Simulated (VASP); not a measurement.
Crystal: MnRu.

```xyz
2
Lattice="2.6252 0.0000 0.0000 -1.3126 2.2735 0.0000 0.0000 0.0000 4.0655" Properties=species:S:1:pos:R:3 pbc="T T T"
Mn    1.3126    0.7578    2.0328
Ru    0.0000    1.5157    0.0000
```

Base run:

- Program: VASP 6.6.1
- Functional: LDA
- Potentials or basis: VASP PAW LDA potentials, release 64 (Mn_pv, Ru_pv)
- Cutoff: 520 eV
- k mesh: 13 × 13 × 8
- Occupations: fermi-dirac, width 0.1 eV
- Spin: collinear spin, ferromagnetic start
- Starting moments: [3.73, 1.1] μB
- Fixed moment: 4.8 μB

Its results: pressure 34.5 GPa; site moments Mn +3.43; Ru +1.09 μB.

Question: The run is repeated on the same cell with these changes: fixed moment from 4.8 μB to 3.8 μB; moments at the start from [3.73, 1.1] to [3.3, 0.55]. What comes out?

Answer: Pressure 20.8 GPa; site moments Mn +3.02; Ru +0.57 μB.

Caveats: the cell stands under pressure; the total moment is fixed, so each spin has its own Fermi level.
